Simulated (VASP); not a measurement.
# Sb: single point with r2SCAN

Sb:

```
Sb
1.0
     2.17051    1.25314    3.86943
    -2.17051    1.25314    3.86943
     0.00000   -2.50628    3.86943
Sb
2
Direct
  0.23140 0.23140 0.23140
  0.76860 0.76860 0.76860
```

```
Program             : VASP 6.6.1
Task                : single point
Functional          : r2SCAN
Potentials or basis : VASP PAW PBE potentials, release 64 (Sb)
Cutoff              : 520 eV
k mesh              : 12 × 12 × 12
Occupations         : gaussian, width 0.1 eV
Spin                : no spin polarisation
```

The pressure is 0.1 GPa. The largest force is 0.055 eV/Å. The band gap on the k mesh is zero (bands 5 and 6 overlap by 0.14 eV).

Forces on the atoms (eV/Å):
```
Sb   0.000  0.000  0.055
Sb   0.000  0.000 -0.055
```

Levels at points of the mesh, in eV from the Fermi level:
```tsv
k point	band 1	band 2	band 3	band 4	band 5	band 6	band 7	band 8	band 9	band 10
(0.00, 0.00, 0.00)	-13.11	-5.10	-2.28	-1.96	-1.96	1.87	2.60	2.60	5.54	5.54
(0.50, 0.00, 0.00)	-10.76	-9.89	-2.26	-2.17	-0.37	-0.15	0.30	0.71	7.81	8.19
(0.50, 0.50, 0.00)	-10.76	-8.41	-5.42	-3.85	-3.77	1.68	4.87	5.73	6.84	8.89
(0.50, 0.50, 0.50)	-11.75	-9.09	-1.51	-1.51	-0.44	0.26	0.26	1.32	7.17	8.79
```

Wall time 4.5 min on 1 thread of Intel(R) Xeon(R) 6975P-C (Granite Rapids) (shared host), peak memory 0.29 GiB.

Caveat: the PAW data sets were made with another functional, which shifts forces and pressure a little; spin-orbit coupling is left out, which moves the levels of the heavy elements.
